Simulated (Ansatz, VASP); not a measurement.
One calculation of S3O, two programs

```
CELL_PARAMETERS angstrom
4.29825 0.00000 0.00000
0.00000 4.29825 0.00000
0.00000 0.00000 4.29825
ATOMIC_POSITIONS crystal
S 0.50000 0.00000 0.50000
S 0.00000 0.50000 0.50000
S 0.50000 0.50000 0.00000
O 0.00000 0.00000 0.00000
```

Change from the starting cell: species swapped into the HfRh3 type (Pm-3m, No. 221).

Alike in both runs: task single point; functional PBE; dispersion D3(BJ); k mesh 4 × 4 × 4; occupations gaussian, width 0.1 eV; collinear spin.

```csv
,VASP,Ansatz
version,VASP 6.6.1,Ansatz 0.2.0
potentials or method,"VASP PAW PBE potentials, release 64 (S, O), cutoff 520 eV","scalar-relativistic, plane waves, PAW"
valence electrons in the cell,24,24
```

|  | VASP | Ansatz | Ansatz less VASP |
| --- | --- | --- | --- |
| gap on the k mesh at the Fermi level (eV) | none | none | - |
| pressure (GPa) | -16.5 | -14.2 | +2.30 |
| net moment per atom (μB) | 0.00 | 0.55 | +0.553 |
| size of the moment on the site where the two differ most (μB) | 0.00 | 1.59 | +1.590 |

The net moments are unlike, so the other rows may belong to different states. Site moments also hang on the region over which each program counts them. A gap of «none» marks a metal or a gap that the smearing closes.

The k mesh is coarse, so the values compare programs but aren't converged.
